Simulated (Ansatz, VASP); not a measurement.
One calculation of AlH, two programs

The input INCAR:

```
ALGO = Normal
EDIFF = 1E-6
EDIFFG = -0.0325
ENCUT = 600
GGA = PE
IBRION = 2
ISIF = 3
ISMEAR = 0
LASPH = T
LCHARG = F
LREAL = F
LWAVE = F
NELM = 80
NSW = 90
PREC = Accurate
SIGMA = 0.1
```

File KPOINTS:

```
k-points
0
Gamma
  6 6 4
```

Contents of POSCAR:

```
AlH
1.0
    2.8401536752      0.0000000000      0.0000000000
   -1.4200768376      2.4596452334      0.0000000000
    0.0000000000      0.0000000000      4.7543579465
Al H
2 2
Direct
    0.6666666667      0.3333333333      0.7500000000
    0.3333333333      0.6666666667      0.2500000000
    0.0000000000      0.0000000000      0.0000000000
    0.0000000000      0.0000000000      0.5000000000
```

Input for Ansatz:

```yaml
crystal:
  lattice:
    - [2.8401536752, 0.0, 0.0]
    - [-1.4200768376, 2.4596452334, 0.0]
    - [0.0, 0.0, 4.7543579465]
  atoms:
    - { symbol: Al, position: [0.6666666667, 0.3333333333, 0.75] }
    - { symbol: Al, position: [0.3333333333, 0.6666666667, 0.25] }
    - { symbol: H, position: [0.0, 0.0, 0.0] }
    - { symbol: H, position: [0.0, 0.0, 0.5] }
basis:
  ecutwfc: 420
kpoints:
  mp_grid: { grid: [6, 6, 4] }
hamiltonian:
  xc: pbe
scf:
  occupations: { method: gaussian, width: 0.1 }
output:
  forces: true
  stress: true
  eigenvalues: true
relax:
  adjacent_minimum: "off"
  f_tol: 0.0325
  max_steps: 70
  cell: { stress_tol: 0.24 }
```

Alike in both runs: task relaxation of cell and atoms; functional PBE; k mesh 6 × 6 × 4; occupations gaussian, width 0.1 eV; no spin polarisation.

|  | VASP | Ansatz |
| --- | --- | --- |
| version | VASP 6.6.1 | Ansatz 0.2.0 |
| potentials or method | VASP PAW PBE potentials, release 64 (Al, H), cutoff 600 eV | scalar-relativistic, plane waves, PAW |
| valence electrons in the cell | 8 | 8 |

```csv
,VASP,Ansatz,Ansatz less VASP
"gap on the k mesh at the Fermi level, each at its own relaxed structure (eV)",none,none,-
relaxed volume (Å³/atom),9.60,9.60,-0.001
relaxed cell length with the largest relative difference (Å),4.828,4.820,-0.0077
```

A gap of «none» marks a metal or a gap that the smearing closes.

The k mesh is coarse, so the values compare programs but aren't converged. Noted on VASP's run: the volume moved by over 15 % at a fixed basis, so the end points are rough.
